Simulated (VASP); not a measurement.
# Ta in VASP: single point with PBE

Aim: the single point of Ta with PBE.

All numbers are computed with VASP 6.6.1; they aren't measurements. Logs are shortened: lines on timing, memory, paths and dates and some standing lists are left out, and cuts for length are marked.

**1. The cell of the first run**

The cell holds a slab with vacuum, 3 atoms: a = 2.874 Å, b = 2.874 Å, c = 18.693 Å, α = 90.00°, β = 90.00°, γ = 109.47°.

**2. Single point, PBE**

The input, INCAR:

```
ALGO = Normal ; DIPOL = 0.5 0.5 0.496
EDIFF = 1E-7 ; ENCUT = 520
GGA = PE ; IDIPOL = 3
ISIF = 2 ; ISMEAR = 0
LASPH = T ; LCHARG = F
LDIPOL = T ; LREAL = F
LWAVE = F ; NBANDS = 24
NELM = 60 ; PREC = Accurate
SIGMA = 0.1
```

The input, KPOINTS:

```
k-points
0
Gamma
  11 11 1
```

The input, POSCAR:

```
Ta
1.0
    2.8741561382      0.0000000000      0.0000000000
   -0.9580520461      2.7097803940      0.0000000000
    0.0000000000      0.0000000000     18.6934773197
Ta
3
Direct
    0.5000000000      0.5000000000      0.3744621656
    0.0000000000      0.0000000000      0.4955659170
    0.5000000000      0.5000000000      0.6166371248
```

Potentials or basis: VASP PAW PBE potentials, release 64 (Ta_pv).

Launch:

```
$ cat potpaw_PBE.64/Ta_pv/POTCAR > POTCAR
$ mpirun -np 1 vasp_std > vasp.out
```

OUTCAR:

```text
EDIFF = 1E-7
   ENCUT = 520
   GGA = PE
   ISIF = 2
   ISMEAR = 0
   LASPH = T
   LREAL = F
   NELM = 60
   PREC = Accurate

 ion  position               nearest neighbor table
   1  0.500  0.500  0.374-   2 2.81   2 2.81   2 3.26   2 3.26
   2  0.000  0.000  0.496-   3 2.81   3 2.81   1 2.81   1 2.81   3 3.26   3 3.26   1 3.26   1 3.26

   3  0.500  0.500  0.617-   2 2.81   2 2.81   2 3.26   2 3.26

  LATTYP: Found a base centered orthorhombic cell.
 ALAT       =     3.3187896401
 B/A-ratio  =     1.4142135624
 C/A-ratio  =     5.6326189204

  Lattice vectors:

 A1 = (   2.8741561382,   0.0000000000,   0.0000000000)
 A2 = (  -0.9580520461,   2.7097803940,   0.0000000000)
 A3 = (   0.0000000000,   0.0000000000,  18.6934773197)

Analysis of symmetry for initial positions (statically):
=====================================================================
 Subroutine PRICEL returns:
 Original cell was already a primitive cell.

 Routine SETGRP: Setting up the symmetry group for a
 base centered orthorhombic supercell.

 Subroutine GETGRP returns: Found  4 space group operations
 (whereof  4 operations were pure point group operations)
 out of a pool of  8 trial point group operations.

The static configuration has the point symmetry C_2v.

Analysis of symmetry for dynamics (positions and initial velocities):
=====================================================================
 Subroutine PRICEL returns:
 Original cell was already a primitive cell.

 Routine SETGRP: Setting up the symmetry group for a
 base centered orthorhombic supercell.

 Subroutine GETGRP returns: Found  4 space group operations
 (whereof  4 operations were pure point group operations)
 out of a pool of  8 trial point group operations.

The dynamic configuration has the point symmetry C_2v.

 Subroutine INISYM returns: Found  4 space group operations
 (whereof  4 operations are pure point group operations),
 and found     1 'primitive' translations

----------------------------------------------------------------------------------------

                                     Primitive cell

  volume of cell :     145.5910

  direct lattice vectors                    reciprocal lattice vectors
     2.874156138  0.000000000  0.000000000     0.347928210  0.123011198  0.000000000
    -0.958052046  2.709780394  0.000000000     0.000000000  0.369033595  0.000000000
     0.000000000  0.000000000 18.693477320     0.000000000  0.000000000  0.053494595

  length of vectors
     2.874156138  2.874156138 18.693477320     0.369033595  0.369033595  0.053494595

  position of ions in fractional coordinates (direct lattice)
     0.500000000  0.500000000  0.374462166
     0.000000000  0.000000000  0.495565917
     0.500000000  0.500000000  0.616637125

  ion indices of the primitive-cell ions
   primitive index   ion index
                 1           1
                 2           2
                 3           3

----------------------------------------------------------------------------------------

 KPOINTS: k-points

Automatic generation of k-mesh.
 Grid dimensions read from file:
 generate k-points for:   11   11    1

 Generating k-lattice:

  Cartesian coordinates                     Fractional coordinates (reciprocal lattice)
     0.031629837  0.011182836  0.000000000     0.090909091  0.000000000  0.000000000
     0.000000000  0.033548509  0.000000000     0.000000000  0.090909091  0.000000000
     0.000000000  0.000000000  0.053494595     0.000000000  0.000000000  1.000000000

  Length of vectors
     0.033548509  0.033548509  0.053494595

  Shift w.r.t. Gamma in fractional coordinates (k-lattice)
     0.000000000  0.000000000  0.000000000

 Subroutine IBZKPT returns following result:
 ===========================================

 Found     36 irreducible k-points:

 Following reciprocal coordinates:
            Coordinates               Weight
  0.000000  0.000000  0.000000      1.000000
  0.090909 -0.000000  0.000000      4.000000
  0.181818 -0.000000  0.000000      4.000000
  0.272727  0.000000  0.000000      4.000000
  0.363636  0.000000  0.000000      4.000000
  0.454545  0.000000  0.000000      4.000000
[... 16 lines left out ...]
 -0.272727  0.181818  0.000000      4.000000
 -0.181818  0.181818  0.000000      2.000000
 [... further k-points ...]
   k-points           NKPTS =     36   k-points in BZ     NKDIM =     36   number of bands    NBANDS=     24
   number of dos      NEDOS =    301   number of ions     NIONS =      3
   total plane-waves  NPLWV =  80640
   dimension x,y,z NGX =    24 NGY =   24 NGZ =  140
   dimension x,y,z NGXF=    48 NGYF=   48 NGZF=  280
   ions per type =               3
   NGX,Y,Z   is equivalent  to a cutoff of  13.88, 13.88, 12.45 a.u.
   NGXF,Y,Z  is equivalent  to a cutoff of  27.76, 27.76, 24.90 a.u.
 SYSTEM =  unknown system
   PREC   = accura    normal or accurate (medium, high low for compatibility)
   ISTART =      0    job   : 0-new  1-cont  2-samecut
   ICHARG =      2    charge: 1-file 2-atom 10-const
   ISPIN  =      1    spin polarized calculation?
   LNONCOLLINEAR =      F non collinear calculations
   LSORBIT =      F    spin-orbit coupling
   LASPH  =      T    aspherical Exc in radial PAW
   ENCUT  =  520.0 eV  38.22 Ry    6.18 a.u.   5.34  5.34 34.76*2*pi/ulx,y,z
   NELM   =     60;   NELMIN=  2; NELMDL= -5     # of ELM steps
   EDIFF  = 0.1E-06   stopping-criterion for ELM
   LREAL  =      F    real-space projection
   EDIFFG = 0.1E-05   stopping-criterion for IOM
   NSW    =      0    number of steps for IOM
   IBRION =     -1    ionic relax: 0-MD 1-quasi-New 2-CG
   NFREE  =      0    steps in history (QN), initial steepest desc. (CG)
   ISIF   =      2    stress and relaxation
   ISYM   =      2    0-nonsym 1-usesym 2-fastsym
   POTIM  = 0.5000    time-step for ionic-motion
   TEBEG  =    0.0;   TEEND  =   0.0 temperature during run
   PSTRESS=    0.0 pullay stress
   NELECT =      33.0000    total number of electrons
   NUPDOWN=      -1.0000    fix difference up-down
   EMIN   =  10.00;   EMAX   =-10.00  energy-range for DOS
   EFERMI =   0.00;   METHOD = LEGACY
   ISMEAR =     0;   SIGMA  =   0.10  broadening in eV -4-tet -1-fermi 0-gaus
   EFERMI_NEDOS =   21; number of points for ismear=-14 and -15
   IALGO  =     38    algorithm
   IMIX   =      4    mixing-type and parameters
     AMIX     =   0.40;   BMIX     =  1.00
     AMIX_MAG =   1.60;   BMIX_MAG =  1.00
  volume/ion in A,a.u.               =      48.53       327.50
  Fermi-wavevector in a.u.,A,eV,Ry     =   0.998163  1.886254 13.555873  0.996329
  Thomas-Fermi vector in A             =   2.130368
   LORBIT       =      0    0 simple, 1 ext, 2 COOP (PROOUT), +10 PAW based schemes
   GGA     = PE    functional components
   LHFCALC =     F    Hartree Fock is set to
   AEXX    =    0.0000 exact exchange contribution
   IVDW    =     0    specifies the selected vdW correction
   LEPSILON=     F    determine dielectric tensor
   LRPA    =     F    only Hartree local field effects (RPA)
 non-spin polarized calculation
 Gauss-broadening in eV      SIGMA  =   0.10
  energy-cutoff  :      520.00
  volume of cell :      145.59
 maximum number of plane-waves:      3958
 NGX is ok and might be reduce to    24
   NGX = 11   NGY = 11   NGZ = 69

 dipolmoment           0.000000      0.000000      0.000042 electrons x Angstroem

 number of electron      32.9999997 magnetization

 dipolmoment           0.000000      0.000000     -0.000022 electrons x Angstroem

 Free energy of the ion-electron system (eV)
  ---------------------------------------------------
  ext. energy  EPLUGINS =         0.00000000
  ---------------------------------------------------
  free energy    TOTEN  =       -33.13902946 eV

  energy without entropy =      -33.11851805  energy(sigma->0) =      -33.12877375

 E-fermi :  -0.7048     XC(G=0):  -5.8147

 val. band max:       -0.7119376214   @ k =   0.1818   0.0909   0.0000
 cond. band min:      -0.6988021881   @ k =   0.2727   0.1818   0.0000
 fundamental gap:      0.0131354333
 Fermi energy:        -0.7048175522

 k-point     1 :       0.0000    0.0000    0.0000
  band No.  band energies     occupation
      1     -35.2172      2.00000
      2     -34.9216      2.00000
      3     -34.4783      2.00000
      4     -34.4107      2.00000
      5     -34.2252      2.00000
      6     -34.2250      2.00000
[... 16 lines left out ...]
     23       2.6661      0.00000
     24       2.9363      0.00000

 k-point     2 :       0.0909   -0.0000    0.0000
  band No.  band energies     occupation
      1     -35.1973      2.00000
      2     -34.9267      2.00000
      3     -34.5063      2.00000
      4     -34.4734      2.00000
      5     -34.2601      2.00000
      6     -34.2580      2.00000
[... 16 lines left out ...]
     23       2.5628      0.00000
     24       2.9701      0.00000

 k-point     3 :       0.1818   -0.0000    0.0000
  band No.  band energies     occupation
      1     -35.1442      2.00000
      2     -34.9480      2.00000
      3     -34.6367      2.00000
      4     -34.6178      2.00000
      5     -34.3222      2.00000
      6     -34.3104      2.00000
[... 16 lines left out ...]
     23       2.4796      0.00000
     24       2.7640      0.00000

 k-point     4 :       0.2727    0.0000    0.0000
  band No.  band energies     occupation
      1     -35.0912      2.00000
      2     -35.0001      2.00000
      3     -34.8223      2.00000
      4     -34.8075      2.00000
      5     -34.4020      2.00000
      6     -34.3674      2.00000
[... 16 lines left out ...]
     23       2.8282      0.00000
     24       2.9673      0.00000

 k-point     5 :       0.3636    0.0000    0.0000
  band No.  band energies     occupation
      1     -35.1455      2.00000
      2     -35.0814      2.00000
      3     -34.9949      2.00000
      4     -34.8711      2.00000
      5     -34.5027      2.00000
      6     -34.4236      2.00000
[... 16 lines left out ...]
     23       3.0403      0.00000
     24       3.6716      0.00000

 k-point     6 :       0.4545    0.0000    0.0000
  band No.  band energies     occupation
      1     -35.2356      2.00000
      2     -35.1412      2.00000
      3     -35.1127      2.00000
      4     -34.8283      2.00000
      5     -34.5482      2.00000
      6     -34.4656      2.00000
[... 16 lines left out ...]
     23       3.0940      0.00000
     24       3.8164      0.00000
[... 379 lines left out ...]
 k-point    21 :      -0.4545    0.1818    0.0000
  band No.  band energies     occupation
      1     -35.1540      2.00000
      2     -35.0782      2.00000
      3     -35.0364      2.00000
      4     -34.8768      2.00000
      5     -34.6347      2.00000
      6     -34.5670      2.00000
[... 16 lines left out ...]
     23       3.7873      0.00000
     24       4.4065      0.00000

 k-point    22 :      -0.3636    0.1818    0.0000
  band No.  band energies     occupation
      1     -35.0777      2.00000
      2     -34.9686      2.00000
      3     -34.9383      2.00000
      4     -34.8944      2.00000
      5     -34.6137      2.00000
      6     -34.5236      2.00000
[... 16 lines left out ...]
     23       3.3778      0.00000
     24       3.7552      0.00000

 k-point    23 :      -0.2727    0.1818    0.0000
  band No.  band energies     occupation
      1     -35.0937      2.00000
      2     -34.8914      2.00000
      3     -34.7591      2.00000
      4     -34.7425      2.00000
      5     -34.5770      2.00000
      6     -34.5079      2.00000
[... 16 lines left out ...]
     23       1.8862      0.00000
     24       2.7325      0.00000

 k-point    24 :      -0.1818    0.1818    0.0000
  band No.  band energies     occupation
      1     -35.1377      2.00000
      2     -34.8845      2.00000
      3     -34.6000      2.00000
      4     -34.5270      2.00000
      5     -34.5253      2.00000
      6     -34.5213      2.00000
[... 16 lines left out ...]
     23       1.4555      0.00000
     24       2.1072      0.00000

 [... further k-points ...]

------------------------ aborting loop because EDIFF is reached ----------------------------------------

 vacuum level on the upper side and lower side of the slab       (xc-potential included)        -0.188        -0.180

  FORCE on cell =-STRESS in cart. coord.  units (eV):
  Direction    XX          YY          ZZ          XY          YZ          ZX
  --------------------------------------------------------------------------------------
  -------------------------------------------------------------------------------------
  Total       -3.2599341     -3.1813404      0.0032001      0.1111483      0.0000000      0.0000000
  in kB      -35.8744172    -35.0095213      0.0352158      1.2231474      0.0000000      0.0000000
  external PRESSURE =     -23.6162409 kB  Pullay stress =       0.0000000 kB

 VOLUME and BASIS-vectors are now :
 -----------------------------------------------------------------------------
  energy-cutoff  :      520.00
  volume of cell :      145.59
      direct lattice vectors                 reciprocal lattice vectors
     2.874156138  0.000000000  0.000000000     0.347928210  0.123011198  0.000000000
    -0.958052046  2.709780394  0.000000000     0.000000000  0.369033595  0.000000000
     0.000000000  0.000000000 18.693477320     0.000000000  0.000000000  0.053494595

 POSITION                                       TOTAL-FORCE (eV/Angst)
 -----------------------------------------------------------------------------------
      0.95805      1.35489      7.00000         0.000000      0.000000     -0.003410
      0.00000      0.00000      9.26385         0.000000      0.000000     -0.002764
      0.95805      1.35489     11.52709        -0.000000      0.000000      0.006174
 -----------------------------------------------------------------------------------
    total drift:                                0.000000      0.000000     -0.000122

  FREE ENERGIE OF THE ION-ELECTRON SYSTEM (eV)
  ---------------------------------------------------
  free  energy   TOTEN  =       -33.1390294577 eV

  energy  without entropy=      -33.1185180494  energy(sigma->0) =      -33.12877375

 vacuum level on the upper side and lower side of the slab         3.882         3.894
```

Wall time 3.2 min (1 thread of AMD EPYC 7R13 (Zen 3), shared host); peak memory 0.27 GiB.

Results:

```
Free energy            : -33.1390 eV
Largest force          : 0.006 eV/Å
Band gap on the k mesh : zero (an odd number of electrons rules out a gap without spin polarisation)
```

Forces in eV/Å, atoms in the order of the input:
```
Ta   0.000  0.000 -0.003
Ta   0.000  0.000 -0.003
Ta   0.000  0.000  0.006
```

Caveat: spin-orbit coupling is left out, which moves the levels of the heavy elements.
